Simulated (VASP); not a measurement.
Here is a VASP 6.6.1 calculation.

Contents of INCAR:

```
SYSTEM = LiSi16
ALGO     = Normal         ! electronic algorithm
EDIFF    = 1E-6           ! SCF threshold, eV
ENCUT    = 520            ! plane-wave cutoff, eV
GGA      = PS             ! functional
ISIF     = 2              ! what is computed and relaxed
ISMEAR   = 0              ! smearing method
LASPH    = .True.         ! aspherical terms in the spheres
LCHARG   = .False.        ! write CHGCAR
LREAL    = Auto         
LWAVE    = .False.        ! write WAVECAR
NBANDS   = 48             ! bands
NELECT   = 66.0         
NELM     = 60             ! most SCF steps
PREC     = Accurate       ! precision mode
SIGMA    = 0.05           ! smearing width, eV
```

The input KPOINTS:

```
k-points
0
Gamma
  2 2 2
  0 0 0
```

The input POSCAR:

```
LiSi16
1.0
    0.0000000000      5.4271200000      5.4271200000
    5.4271200000      0.0000000000      5.4271200000
    5.4271200000      5.4271200000      0.0000000000
Si Li
16 1
Direct
    0.3699692470      0.3688463679      0.3926965868
    0.2552467976      0.2325546515      0.2564511196
    0.3699841721      0.3688495003      0.8691953559
    0.2182485370      0.2605899630      0.7609433733
    0.4071193377      0.8642990205      0.3646529835
    0.2552566555      0.7561077514      0.2564526858
    0.3699750512      0.8923427158      0.8691930527
    0.2552400721      0.7561042505      0.7329092594
    0.8812188601      0.3671598380      0.3761566908
    0.7440069503      0.2491433762      0.2580574964
    0.8463768076      0.3845454864      0.8848918948
    0.7440236258      0.2491429156      0.7494836119
    0.8812292708      0.8758153496      0.3761562302
    0.7790134546      0.7403330864      0.2406789421
    0.8812118582      0.8758163630      0.8675067992
    0.7440134915      0.7577102588      0.7494839805
    0.3126205980      0.5624660041      0.0628208884
```

Potentials or basis: VASP PAW PBE potentials, release 64 (Si, Li_sv).

Command:

```sh
$ cat potpaw_PBE.64/Si/POTCAR potpaw_PBE.64/Li_sv/POTCAR > POTCAR
$ mpirun -np 1 vasp_std > vasp.out
```

Q: Predict the largest force.

A: 0.031 eV/Å.

Forces on the atoms (eV/Å):
```
Si   0.000 -0.005  0.000
Si  -0.002  0.001  0.004
Si   0.004  0.001  0.001
Si   0.018 -0.018 -0.018
Si  -0.016  0.017  0.017
Si  -0.004  0.002  0.002
Si   0.000  0.001 -0.004
Si  -0.002  0.004  0.001
Si  -0.002  0.003 -0.007
Si   0.004  0.008 -0.004
Si  -0.011  0.010  0.010
Si  -0.007 -0.004 -0.004
Si   0.006  0.003  0.002
Si   0.010 -0.010 -0.010
Si  -0.002 -0.006  0.003
Si   0.004 -0.005  0.009
Li   0.000 -0.001 -0.001
```

Caveat: the k points lie up to 0.50 Å⁻¹ apart; the cell carries a net charge on a neutralising background, which shifts energy and pressure; the PAW data sets were made with another functional, which shifts forces and pressure a little.
